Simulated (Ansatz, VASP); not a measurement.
**Ge: VASP beside Ansatz**

File INCAR:

```
PREC = Accurate ; ENCUT = 520
EDIFF = 1E-6 ; ISMEAR = 0
SIGMA = 0.15 ; LREAL = F
LASPH = T ; NELM = 80
ALGO = Normal ; ISIF = 2
LWAVE = F ; LCHARG = F
NBANDS = 21
```

KPOINTS

```
Automatic mesh
0
Gamma
  16 16 16
```

Contents of POSCAR:

```
Ge
1.0
    0.0000000000      2.8189820088      2.4967723652
    2.8189820088      0.0000000000      2.4967723652
    2.8189820088      2.8189820088      0.0000000000
Ge
2
Direct
    0.5000000000      0.5000000000      0.5000000000
    0.7500000000      0.7500000000      0.7500000000
```

Input for Ansatz:

```yaml
crystal:
  lattice:
    - [0.0, 2.8189820088, 2.4967723652]
    - [2.8189820088, 0.0, 2.4967723652]
    - [2.8189820088, 2.8189820088, 0.0]
  atoms:
    - { symbol: Ge, position: [0.5, 0.5, 0.5] }
    - { symbol: Ge, position: [0.75, 0.75, 0.75] }
basis:
  ecutwfc: 420
kpoints:
  mp_grid: { grid: [16, 16, 16] }
hamiltonian:
  xc: lda
scf:
  occupations: { method: gaussian, width: 0.15 }
output:
  forces: true
  stress: true
  eigenvalues: true
```

Alike in both runs: task single point; functional LDA; k mesh 16 × 16 × 16; occupations gaussian, width 0.15 eV; no spin polarisation.

|  | VASP | Ansatz |
| --- | --- | --- |
| version | VASP 6.6.1 | Ansatz 0.2.0 |
| potentials or method | VASP PAW LDA potentials, release 64 (Ge_d), cutoff 520 eV | scalar-relativistic, plane waves, PAW |
| valence electrons in the cell | 28 | 28 |

Ansatz gave:

```
gap on the k mesh at the Fermi level (eV)                     : none
pressure (GPa)                                                : 10.0
traceless stress, the component that is largest in VASP (GPa) : 4.00
```

Problem. Estimate VASP's values.

Solution. gap on the k mesh at the Fermi level (eV): none; pressure (GPa): 10.4; traceless stress, the component that is largest in VASP (GPa): 3.98.

LDA's correlation is that of Perdew and Zunger in VASP and of Perdew and Wang (1992) in Ansatz. A gap of «none» marks a metal or a gap that the smearing closes.
